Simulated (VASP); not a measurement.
## Sb: single point with PBE

Sb:

```
CELL_PARAMETERS angstrom
2.15420 1.24373 3.75800
-2.15420 1.24373 3.75800
0.00000 -2.48746 3.75800
ATOMIC_POSITIONS crystal
Sb 0.76651 0.76651 0.76651
Sb 0.23349 0.23349 0.23349
```

* Program: VASP 6.6.1
* Task: single point
* Functional: PBE
* Potentials or basis: VASP PAW PBE potentials, release 64 (Sb)
* Cutoff: 520 eV
* k mesh: 8 × 8 × 8
* Occupations: gaussian, width 0.017 eV
* Spin: no spin polarisation

The pressure is 2.8 GPa. The largest force is 0.185 eV/Å and the band gap on the k mesh is zero (bands 5 and 6 overlap by 0.30 eV).

Forces in eV/Å, atoms in the order of the input:
```
Sb   0.000  0.000 -0.185
Sb   0.000  0.000  0.185
```

Stress tensor (GPa, compression positive):
```
3.03 0.00 0.00
0.00 3.03 0.00
0.00 0.00 2.28
```

Levels at points of the mesh, in eV from the Fermi level:
```tsv
k point	band 2	band 3	band 4	band 5	band 6	band 7	band 8	band 9
(0.00, 0.00, 0.00)	-4.89	-2.16	-1.89	-1.89	1.97	2.60	2.60	4.99
(0.50, 0.00, 0.00)	-9.73	-2.04	-1.92	-0.38	-0.30	0.10	0.41	7.47
(0.50, 0.50, 0.00)	-8.10	-5.53	-3.85	-3.76	1.43	4.85	5.43	6.85
(0.50, 0.50, 0.50)	-9.07	-1.41	-1.41	-0.57	0.04	0.04	1.04	6.90
```

Wall time 21 s on 1 thread of AMD EPYC 9R45 96-Core Processor (Zen 5) (shared host), peak memory 0.19 GiB.

Caveat: spin-orbit coupling is left out, which moves the levels of the heavy elements.
